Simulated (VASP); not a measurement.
# MgO (I4/mmm) in VASP: a series of runs

MgO is run at these levels: HSE06, r2SCAN; tasks: single point.

All numbers are computed with VASP 6.6.1; they aren't measurements. Logs are shortened: lines on timing, memory, paths and dates and some standing lists are left out, and cuts for length are marked.

## 1. The cell of the first run

Symmetry: I4/mmm, No. 139, tetragonal system. Conventional cell: a = 2.973 Å, b = 2.973 Å, c = 3.965 Å, α = 90.00°, β = 90.00°, γ = 90.00°. Mg (site symmetry 4/mmm) has 6 O at 1.98 to 2.10 Å within 2.6 Å. O (site symmetry 4/mmm) has 6 Mg at 1.98 to 2.10 Å within 2.6 Å.

## 2. Single point, HSE06 (uniaxial x strain -5.7%)

The input, POSCAR:

```
MgO
1.0
    0.0000000000      2.1021680256      2.1021680256
    1.9825546649      0.0000000000      2.1021680256
    1.9825546649      2.1021680256      0.0000000000
Mg O
1 1
Direct
    0.0000000000      0.0000000000      0.0000000000
    0.5000000000      0.5000000000      0.5000000000
```

The input, INCAR.step1:

```
SYSTEM = MgO
  ALGO = Normal
  EDIFF = 1E-5
  ENCUT = 520
  GGA = PE
  ISIF = 2
  ISMEAR = 0
  LASPH = .TRUE.
  LCHARG = .FALSE.
  LREAL = .FALSE.
  LWAVE = .TRUE.
  NBANDS = 11
  NELM = 80
  PREC = Accurate
  SIGMA = 0.01
```

The input, INCAR.step2:

```
SYSTEM = MgO
  ALGO = Normal
  EDIFF = 1E-6
  ENCUT = 520
  GGA = PE
  HFSCREEN = 0.2079
  ISIF = 2
  ISMEAR = 0
  ISTART = 1
  LASPH = .TRUE.
  LCHARG = .FALSE.
  LHFCALC = .TRUE.
  LREAL = .FALSE.
  LWAVE = .FALSE.
  NBANDS = 11
  NELM = 80
  PREC = Accurate
  PRECFOCK = Normal
  SIGMA = 0.01
```

The input, KPOINTS:

```
k-points
0
G
  8 8 8
  0 0 0
```

Potentials or basis: VASP PAW PBE potentials, release 64 (Mg, O).

The run is started by

```bash
cat potpaw_PBE.64/Mg/POTCAR potpaw_PBE.64/O/POTCAR > POTCAR
cp INCAR.step1 INCAR
mpirun -np 1 vasp_std > vasp.out
cp INCAR.step2 INCAR
mpirun -np 1 vasp_std > vasp.out
```

OUTCAR:

```text
SYSTEM = MgO
   EDIFF = 1E-6
   ENCUT = 520
   GGA = PE
   HFSCREEN = 0.2079
   ISIF = 2
   ISMEAR = 0
   ISTART = 1
   LASPH = .TRUE.
   LHFCALC = .TRUE.
   LREAL = .FALSE.
   NELM = 80
   PREC = Accurate
   PRECFOCK = Normal

 ion  position               nearest neighbor table
   1  0.000  0.000  0.000-   2 1.98   2 1.98   2 2.10   2 2.10   2 2.10   2 2.10
   2  0.500  0.500  0.500-   1 1.98   1 1.98   1 2.10   1 2.10   1 2.10   1 2.10

  LATTYP: Found a body centered tetragonal cell.
 ALAT       =     2.9729145322
 C/A-ratio  =     1.3337448106

  Lattice vectors:

 A1 = (  -1.9825546649,   0.0000000000,  -2.1021680256)
 A2 = (  -1.9825546649,   0.0000000000,   2.1021680256)
 A3 = (   1.9825546649,   2.1021680256,   0.0000000000)

Analysis of symmetry for initial positions (statically):
=====================================================================
 Subroutine PRICEL returns:
 Original cell was already a primitive cell.

 Routine SETGRP: Setting up the symmetry group for a
 body centered tetragonal supercell.

 Subroutine GETGRP returns: Found 16 space group operations
 (whereof 16 operations were pure point group operations)
 out of a pool of 16 trial point group operations.

The static configuration has the point symmetry D_4h.

Analysis of symmetry for dynamics (positions and initial velocities):
=====================================================================
 Subroutine PRICEL returns:
 Original cell was already a primitive cell.

 Routine SETGRP: Setting up the symmetry group for a
 body centered tetragonal supercell.

 Subroutine GETGRP returns: Found 16 space group operations
 (whereof 16 operations were pure point group operations)
 out of a pool of 16 trial point group operations.

The dynamic configuration has the point symmetry D_4h.

 Subroutine INISYM returns: Found 16 space group operations
 (whereof 16 operations are pure point group operations),
 and found     1 'primitive' translations

----------------------------------------------------------------------------------------

                                     Primitive cell

  volume of cell :      17.5223

  direct lattice vectors                    reciprocal lattice vectors
     0.000000000  2.102168026  2.102168026    -0.252199855  0.237849684  0.237849684
[... 94 lines left out ...]
   POTIM  = 0.5000    time-step for ionic-motion
   TEBEG  =    0.0;   TEEND  =   0.0 temperature during run
   PSTRESS=    0.0 pullay stress
   NELECT =       8.0000    total number of electrons
   NUPDOWN=      -1.0000    fix difference up-down
   EMIN   =  10.00;   EMAX   =-10.00  energy-range for DOS
   EFERMI =   0.00;   METHOD = LEGACY
   ISMEAR =     0;   SIGMA  =   0.01  broadening in eV -4-tet -1-fermi 0-gaus
   EFERMI_NEDOS =   21; number of points for ismear=-14 and -15
   IALGO  =     38    algorithm
   IMIX   =      1    mixing-type and parameters
     AMIX     =   0.40;   BMIX     =  1.00
     AMIX_MAG =   1.60;   BMIX_MAG =  1.00
  volume/ion in A,a.u.               =       8.76        59.12
  Fermi-wavevector in a.u.,A,eV,Ry     =   1.260593  2.382175 21.620939  1.589094
  Thomas-Fermi vector in A             =   2.394095
   LORBIT       =      0    0 simple, 1 ext, 2 COOP (PROOUT), +10 PAW based schemes
   GGA     = PE    functional components
   LHFCALC =     T    Hartree Fock is set to
   PRECFOCK=normal    Normal, Fast or Accurate (Low or Medium for compatibility)
   ENCUT4O =  -1.0   cutoff for four orbital integrals eV
   NKREDX  =     1    reduce k-point grid by
   NKREDY  =     1    reduce k-point grid by
   NKREDZ  =     1    reduce k-point grid by
   AEXX    =    0.2500 exact exchange contribution
   HFSCREEN=    0.2079 screening length (either q_TF or 0.3 A-1)
   HFSCREENC=   0.2079 screening length for correlation (either q_TF or 0.3 A-1)
   ENCUTFOCK=  -1.0 apply spherical cutoff to Coloumb kernel
   IVDW    =     0    specifies the selected vdW correction
   LEPSILON=     F    determine dielectric tensor
   LRPA    =     F    only Hartree local field effects (RPA)
 non-spin polarized calculation
 Gauss-broadening in eV      SIGMA  =   0.01
  energy-cutoff  :      520.00
  volume of cell :       17.52
 maximum number of plane-waves:       499
 NGX is ok and might be reduce to    24
  NGX = 18; NGY = 18; NGZ = 18

 number of electron       7.9999999 magnetization

 Free energy of the ion-electron system (eV)
  ---------------------------------------------------
  ext. energy  EPLUGINS =         0.00000000
  ---------------------------------------------------
  free energy    TOTEN  =       -14.13942044 eV

  energy without entropy =      -14.13942044  energy(sigma->0) =      -14.13942044

 E-fermi :   2.6148     XC(G=0):  -9.3334

 val. band max:        2.4631587915   @ k =   0.0000   0.0000   0.0000
 cond. band min:       9.5194106186   @ k =   0.0000   0.0000   0.0000
 fundamental gap:      7.0562518271
 Fermi energy:         2.6148269545

 k-point     1 :       0.0000    0.0000    0.0000
  band No.  band energies     occupation
      1     -16.7697      2.00000
      2       2.2860      2.00000
      3       2.4632      2.00000
      4       2.4632      2.00000
      5       9.5194      0.00000
      6      20.3938      0.00000
      7      20.3938      0.00000
      8      21.0325      0.00000
      9      24.7251      0.00000
     10      25.6667      0.00000
     11      27.8037      0.00000
[... 309 lines left out ...]
 k-point    24 :       0.3750    0.1250    0.1250
  band No.  band energies     occupation
      1     -15.7946      2.00000
      2      -1.0174      2.00000
      3       1.2349      2.00000
      4       1.8728      2.00000
      5      12.9603      0.00000
      6      17.1433      0.00000
      7      20.9290      0.00000
      8      21.8159      0.00000
      9      23.9378      0.00000
     10      26.8158      0.00000
     11      30.1975      0.00000

 [... further k-points ...]
[... 5 lines left out ...]
  --------------------------------------------------------------------------------------
  -------------------------------------------------------------------------------------
  Total        2.6807607      0.6115586      0.6115586      0.0000000      0.0000000     -0.0000000
  in kB      245.1199237     55.9189049     55.9189049      0.0000000      0.0000000     -0.0000000
  external PRESSURE =     118.9859112 kB  Pullay stress =       0.0000000 kB

 VOLUME and BASIS-vectors are now :
 -----------------------------------------------------------------------------
  energy-cutoff  :      520.00
  volume of cell :       17.52
      direct lattice vectors                 reciprocal lattice vectors
     0.000000000  2.102168026  2.102168026    -0.252199855  0.237849684  0.237849684
     1.982554665  0.000000000  2.102168026     0.252199855 -0.237849684  0.237849684
     1.982554665  2.102168026  0.000000000     0.252199855  0.237849684 -0.237849684

 POSITION                                       TOTAL-FORCE (eV/Angst)
 -----------------------------------------------------------------------------------
      0.00000      0.00000      0.00000         0.000000      0.000000      0.000000
      1.98255      2.10217      2.10217        -0.000000      0.000000     -0.000000
 -----------------------------------------------------------------------------------
    total drift:                                0.000304      0.000021      0.000003

  FREE ENERGIE OF THE ION-ELECTRON SYSTEM (eV)
  ---------------------------------------------------
  free  energy   TOTEN  =       -14.1394204360 eV

  energy  without entropy=      -14.1394204360  energy(sigma->0) =      -14.13942044
```

OUTCAR.step1:

```text
SYSTEM = MgO
   EDIFF = 1E-5
   ENCUT = 520
   GGA = PE
   ISIF = 2
   ISMEAR = 0
[... 560 lines left out ...]
      0.00000      0.00000      0.00000         0.000000     -0.000000      0.000000
      1.98255      2.10217      2.10217         0.000000      0.000000     -0.000000
 -----------------------------------------------------------------------------------
    total drift:                               -0.000000     -0.000000      0.000000

  FREE ENERGIE OF THE ION-ELECTRON SYSTEM (eV)
  ---------------------------------------------------
  free  energy   TOTEN  =       -11.7931609883 eV

  energy  without entropy=      -11.7931609883  energy(sigma->0) =      -11.79316099
```

OSZICAR.step1:

```text
N       E                     dE             d eps       ncg     rms          rms(c)
DAV:   1     0.130247878977E+02    0.13025E+02   -0.48487E+03  1530   0.650E+02
DAV:   2    -0.129177992929E+02   -0.25943E+02   -0.25245E+02  1510   0.134E+02
DAV:   3    -0.133940761224E+02   -0.47628E+00   -0.47593E+00  1545   0.159E+01
DAV:   4    -0.133950816077E+02   -0.10055E-02   -0.10055E-02  1484   0.849E-01
DAV:   5    -0.133950848478E+02   -0.32401E-05   -0.32401E-05  1496   0.460E-02    0.735E+00
DAV:   6    -0.118087411720E+02    0.15863E+01   -0.84374E+00  1352   0.164E+01    0.213E+00
DAV:   7    -0.117983920378E+02    0.10349E-01   -0.48109E-02  1436   0.201E+00    0.134E+00
DAV:   8    -0.117934140644E+02    0.49780E-02   -0.23086E-02  1382   0.174E+00    0.205E-01
DAV:   9    -0.117931401009E+02    0.27396E-03   -0.46193E-04  1490   0.150E-01    0.114E-01
DAV:  10    -0.117931599650E+02   -0.19864E-04   -0.37906E-04  1451   0.145E-01    0.101E-02
DAV:  11    -0.117931609883E+02   -0.10232E-05   -0.22646E-06   799   0.131E-02
   1 F= -.11793161E+02 E0= -.11793161E+02  d E =-.774254E-12
```

It took 84 min on 1 thread of Intel Xeon Platinum 8375C at 2.90GHz (Ice Lake), shared host; peak memory 0.26 GiB.

Results:

* Free energy: -14.1394 eV
* Pressure: 11.9 GPa
* Band gap on the k mesh: 7.06 eV

Caveat: the cell differs from its parent crystal (uniaxial x strain -5.7%); the stress differs along the axes, from 6 to 25 GPa; the PAW data sets were made with another functional, which shifts forces and pressure a little.

## 3. Single point, r2SCAN (uniaxial x strain -5.7%)

POSCAR is that of step 2.

The input, INCAR.step1:

```
PREC = Accurate
ENCUT = 920
ISMEAR = 0
SIGMA = 0.01
LREAL = False
LASPH = True
NELM = 120
NBANDS = 15
GGA = PE
ALGO = Normal
EDIFF = 1E-5
LWAVE = True
LCHARG = False
GGA_COMPAT = False
```

The input, INCAR.step2:

```
PREC = Accurate
ENCUT = 920
EDIFF = 1E-6
ISMEAR = 0
SIGMA = 0.01
LREAL = False
LASPH = True
NELM = 120
ALGO = Normal
ISIF = 2
LWAVE = False
LCHARG = False
METAGGA = R2SCAN
LMIXTAU = True
NBANDS = 15
ISTART = 1
GGA_COMPAT = False
```

The input, KPOINTS:

```
regular mesh
0
Gamma
  10 10 10
```

Potentials or basis: VASP PAW PBE potentials, release 64 (Mg_sv, O).

The run is started by

```bash
cat potpaw_PBE.64/Mg_sv/POTCAR potpaw_PBE.64/O/POTCAR > POTCAR
cp INCAR.step1 INCAR
mpirun -np 1 vasp_std > vasp.out
cp INCAR.step2 INCAR
mpirun -np 1 vasp_std > vasp.out
```

Wall time 2.6 min (1 thread of Intel Xeon Platinum 8488C (Sapphire Rapids), shared host); peak memory 0.2 GiB.

It converged, with:

| Property | Result |
| --- | --- |
| Free energy | -16.0737 eV |
| Pressure | 13.0 GPa |
| Band gap on the k mesh | 6.24 eV |

Stress tensor (GPa, compression positive):
```
26.06  0.00  0.00
 0.00  6.42  0.00
 0.00  0.00  6.42
```

Levels at points of the mesh, in eV from the valence-band top:
| k point | band 4 | band 5 | band 6 | band 7 | band 8 | band 9 | band 10 | band 11 | band 12 | band 13 |
| --- | --- | --- | --- | --- | --- | --- | --- | --- | --- | --- |
| (0.00, 0.00, 0.00) | -39.82 | -18.57 | -0.13 | 0.00 | 0.00 | 6.24 | 17.03 | 17.03 | 17.68 | 21.55 |
| (0.50, 0.00, 0.00) | -39.83 | -17.11 | -4.93 | -0.86 | -0.73 | 9.20 | 14.54 | 17.48 | 18.99 | 23.44 |
| (0.50, 0.50, 0.00) | -39.86 | -16.96 | -4.46 | -1.57 | -1.22 | 10.35 | 11.90 | 14.74 | 21.10 | 22.32 |
| (0.00, 0.50, 0.50) | -39.89 | -16.80 | -4.20 | -1.68 | -1.68 | 9.66 | 11.82 | 15.54 | 21.02 | 21.02 |

Caveat: the cell differs from its parent crystal (uniaxial x strain -5.7%); the stress differs along the axes, from 6 to 26 GPa; the PAW data sets were made with another functional, which shifts forces and pressure a little.
